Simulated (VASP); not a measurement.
Here is a VASP 6.6.1 calculation.

Contents of POSCAR:

```
Hf
1.0
    3.1967000000      0.0000000000      0.0000000000
   -1.5983500000      2.7684234083      0.0000000000
    0.0000000000      0.0000000000      5.0578000000
Hf
2
Direct
    0.6666666667      0.3333333333      0.7500000000
    0.3333333333      0.6666666667      0.2500000000
```

Contents of INCAR.step1:

```
SYSTEM = Hf
  PREC = Accurate
  ENCUT = 600
  EDIFF = 1E-5
  ISMEAR = -1
  SIGMA = 0.05
  LREAL = .FALSE.
  LASPH = .TRUE.
  NELM = 100
  ALGO = Normal
  LWAVE = .TRUE.
  LCHARG = .FALSE.
  GGA = PE
  NBANDS = 17
```

INCAR.step2

```
SYSTEM = Hf
  PREC = Accurate
  ENCUT = 600
  EDIFF = 1E-6
  ISMEAR = -1
  SIGMA = 0.05
  LREAL = .FALSE.
  LASPH = .TRUE.
  NELM = 100
  ALGO = Normal
  ISIF = 3
  LWAVE = .FALSE.
  LCHARG = .FALSE.
  GGA = PE
  LHFCALC = .TRUE.
  AEXX = 0.25
  HFSCREEN = 0.3
  PRECFOCK = Normal
  IBRION = 2
  NSW = 60
  EDIFFG = -0.01
  ISTART = 1
```

Contents of KPOINTS:

```
regular mesh
0
G
  5 5 3
  0 0 0
```

Potentials or basis: VASP PAW PBE potentials, release 64 (Hf_pv).

Launch:

```console
$ cat potpaw_PBE.64/Hf_pv/POTCAR > POTCAR
$ cp INCAR.step1 INCAR
$ mpirun -np 1 vasp_std > vasp.out
$ cp INCAR.step2 INCAR
$ mpirun -np 1 vasp_std > vasp.out
```

(1) Predict the space group after relaxing (to 0.1 Å).

(2) What does it give for the relaxed volume?

(3) Estimate the band gap on the k mesh.

(4) What does it give for the relaxed cell?

Answers

(1) P6_3/mmc (No. 194).

(2) 22.15 Å³/atom.

(3) zero (bands 10 and 11 overlap by 1.39 eV).

(4) a = 3.211 Å, b = 3.211 Å, c = 4.961 Å, α = 90.00°, β = 90.00°, γ = 120.00°.

Caveat: the k points lie up to 0.45 Å⁻¹ apart in the final cell, too coarse for converged energies and pressures of a metal; the PAW data sets were made with another functional, which shifts forces and pressure a little; spin-orbit coupling is left out, which moves the levels of the heavy elements.
